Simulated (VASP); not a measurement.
A run of VASP 6.6.1 is set up as follows.

The input INCAR:

```
  PREC = Accurate
  ENCUT = 520
  EDIFF = 1E-6
  ISMEAR = -1
  SIGMA = 0.05
  LREAL = F
  LASPH = T
  NELM = 150
  ALGO = Normal
  ISIF = 2
  LWAVE = F
  LCHARG = F
  ISPIN = 2
  MAGMOM = -0.65 -0.65
  LORBIT = 11
  LMAXMIX = 4
  GGA = RP
  NBANDS = 21
```

KPOINTS

```
Automatic mesh
0
Gamma
  13 13 13
```

File POSCAR:

```
Ni
1.0
    0.0000000000      2.3175201398      2.3175201398
    2.3175201398      0.0000000000      2.3175201398
    2.3175201398      2.3175201398      0.0000000000
Ni
2
Direct
    0.0000000000      0.0000000000      0.0000000000
    0.5000000000      0.5000000000      0.5000000000
```

Potentials or basis: VASP PAW PBE potentials, release 64 (Ni).

Run with:

```bash
$ cat potpaw_PBE.64/Ni/POTCAR > POTCAR
$ mpirun -np 1 vasp_std > vasp.out
```

Question: Estimate the pressure.

Answer: 6.7 GPa.

Question: Predict the site moments.

Answer: Ni -0.55 μB.

Question: What does it give for the net moment?

Answer: -1.09 μB per cell.

Caveat: the cell stands under pressure; the PAW data sets were made with another functional, which shifts forces and pressure a little.
